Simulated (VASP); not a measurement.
The system is Cs2SnI6.

```
Cs Sn I
1.0
     0.00000    5.81380    5.81380
     5.81380    0.00000    5.81380
     5.81380    5.81380    0.00000
Cs Sn I
2 1 6
Direct
  0.25000 0.25000 0.25000
  0.75000 0.75000 0.75000
  0.00000 0.00000 0.00000
  0.75464 0.24536 0.24536
  0.24536 0.75464 0.24536
  0.24536 0.75464 0.75464
  0.75464 0.24536 0.75464
  0.24536 0.24536 0.75464
  0.75464 0.75464 0.24536
```

- Program: VASP 6.6.1
- Task: relaxation of cell and atoms
- Functional: PBE
- Potentials or basis: VASP PAW PBE potentials, release 64 (Cs_sv, Sn_d, I)
- Cutoff: 500 eV
- k mesh: 4 × 4 × 4
- Occupations: gaussian, width 0.05 eV
- Spin: no spin polarisation

At the start: pressure 1.6 GPa; volume 43.67 Å³/atom.

Where does the relaxation end?

Over 6 steps the energy falls by 17.8 meV/atom and the volume is 48.57 Å³/atom (+11.2 %); space group Fm-3m (No. 225, to 0.1 Å) before and after.

Step by step:
```
step  energy change (eV)  largest force (eV/Å)  pressure (GPa)  volume (Å³)
   1              0.0000                0.2796            1.58       393.02
   2             -0.1319                0.1166            0.13       418.09
   3             -0.1321                0.1341            0.06       419.48
   4             -0.1376                0.1225            0.05       421.23
   5             -0.1506                0.0826            0.03       426.50
   6             -0.1601                0.0173            0.03       437.17
```

Final structure:
```
Cs Sn I
1.0
     0.00000    6.02384    6.02384
     6.02384    0.00000    6.02384
     6.02384    6.02384    0.00000
Cs Sn I
2 1 6
Cartesian
  3.0119 3.0119 3.0119
  9.0358 9.0358 9.0358
  6.0238 0.0000 6.0238
  2.9078 6.0238 6.0238
  6.0238 2.9078 6.0238
  9.1398 6.0238 6.0238
  6.0238 9.1398 6.0238
  6.0238 6.0238 2.9078
  6.0238 6.0238 9.1398
```
